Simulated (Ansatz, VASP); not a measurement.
**Two plane-wave programs on Nb**

```xyz
1
Lattice="-1.6822 1.6822 1.6822 1.6822 -1.6822 1.6822 1.6822 1.6822 -1.6822" Properties=species:S:1:pos:R:3 pbc="T T T"
Nb    0.0000    0.0000    0.0000
```

Alike in both runs: task single point; functional revPBE; k mesh 22 × 22 × 22; occupations fermi-dirac, width 0.05 eV; collinear spin.

```csv
,VASP,Ansatz
version,VASP 6.6.1,Ansatz 0.2.0
potentials or method,"VASP PAW PBE potentials, release 64 (Nb_sv), cutoff 520 eV","plane waves (420 eV) with PAW, scalar-relativistic"
valence electrons in the cell,13,13
```

Ansatz gave:

- pressure (GPa): -5.6
- net moment per atom (μB): 0.00

Which values does VASP return?

Pressure (GPa): -5.9; net moment per atom (μB): 0.00.

VASP's potentials were made for PBE, not for revPBE. Ansatz's warnings: seeded moment not kept.
